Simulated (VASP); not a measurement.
Set up this calculation in VASP 6.6.1, as the native input.

- Task: single point
- Functional: PBE
- Dispersion: D3(BJ)
- Potentials or basis: VASP PAW PBE potentials, release 64 (Si, F)
- Cutoff: 520 eV
- k mesh: 9 × 9 × 1
- Occupations: gaussian, width 0.05 eV
- Spin: collinear spin
- Starting moments: [0.0, 0.0, 0.0, 0.0, 1.0] μB
- Dipole correction: yes
- Further INCAR settings: ALGO = Normal; EDIFF = 1e-07; NBANDS = 24

The structure of Si4F lies in POSCAR:

```
Si4F
1.0
    3.8333442603      0.0000000000      0.0000000000
   -1.9166721302      3.3197735109      0.0000000000
    0.0000000000      0.0000000000     20.9083834853
Si F
4 1
Direct
    0.3333333333      0.6666666667      0.1913108205
    0.0000000000      0.0000000000      0.2287349533
    0.0000000000      0.0000000000      0.3468742271
    0.6666666667      0.3333333333      0.3782398334
    0.8333333333      0.6666666667      0.4834607846
```

The input as run:

INCAR

```
SYSTEM = Si4F
PREC = Accurate
ENCUT = 520
EDIFF = 1E-7
ISMEAR = 0
SIGMA = 0.05
LREAL = .False.
LASPH = .True.
NELM = 150
ALGO = Normal
ISIF = 2
LWAVE = .False.
LCHARG = .True.
ISPIN = 2
MAGMOM = 0 0 0 0 1
LORBIT = 11
LDIPOL = .True.
IDIPOL = 3
DIPOL = 0.5 0.5 0.326
GGA = PE
IVDW = 12
LELF = .True.
LVHAR = .True.
LVACPOTAV = .True.
NBANDS = 24
```

KPOINTS

```
Automatic mesh
0
Gamma
  9 9 1
  0 0 0
```

Potentials or basis: VASP PAW PBE potentials, release 64 (Si, F).

Run with:

```bash
$ cat potpaw_PBE.64/Si/POTCAR potpaw_PBE.64/F/POTCAR > POTCAR
$ mpirun -np 1 vasp_std > vasp.out
```

Results of the run:

```json
{"Largest force": "3.198 eV/Å", "Band gap on the k mesh": "0.15 eV (least direct gap 0.37 eV)", "Net moment": "1.00 μB per cell", "Site moments": "Si +0.21, +0.01, +0.05, +0.02; F +0.16 μB", "Valence electrons inside the program's atomic spheres": "Si 1.65, 1.66, 1.69, 1.58; F 5.89", "Dispersion energy per atom": "-0.214 eV"}
```

Run time: 21 min on 1 thread of Intel Xeon 8259CL (shared host), peak memory 0.62 GiB.
